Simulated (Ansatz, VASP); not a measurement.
# One calculation of HfO2, two programs

```
Hf O
1.0
     3.60430    0.00000    0.00000
     0.00000    3.60430    0.00000
     0.00000    0.00000    5.26397
Hf O
2 4
Direct
  0.50000 0.49821 0.50000
  0.00000 0.00179 0.00000
  0.00000 0.50194 0.69325
  0.50000 0.99806 0.80675
  0.50000 0.05549 0.30675
  0.00000 0.44451 0.19325
```

Change from the starting cell: mode 17 (648.0 1/cm) frozen in, largest displacement -0.200 Å.

Alike in both runs: task single point; functional PBE; k mesh 6 × 6 × 4; occupations gaussian, width 0.05 eV; no spin polarisation.

|  | VASP | Ansatz |
| --- | --- | --- |
| version | VASP 6.6.1 | Ansatz 0.2.0 |
| potentials or method | VASP PAW PBE potentials, release 64 (Hf_pv, O), cutoff 520 eV | scalar-relativistic, plane waves, PAW |
| valence electrons in the cell | 44 | 76 |

Ansatz gave:

```
gap on the k mesh at the Fermi level (eV)                     : 4.59
least direct gap on the mesh (eV)                             : 4.65
pressure (GPa)                                                : 6.6
traceless stress, the component that is largest in VASP (GPa) : 10.18
rms of the force components (eV/Å)                            : 1.899
```

Question: Which values does VASP return?

Answer: gap on the k mesh at the Fermi level (eV): 4.56; least direct gap on the mesh (eV): 4.63; pressure (GPa): 3.6; traceless stress, the component that is largest in VASP (GPa): 9.77; rms of the force components (eV/Å): 1.881.

Atom by atom the forces differ by 0.030 eV/Å (rms over components). VASP's potentials hold 44 valence electrons a cell and Ansatz's 76, so a difference there can come from the potentials and not from the codes.

Neither program's run includes spin-orbit coupling.
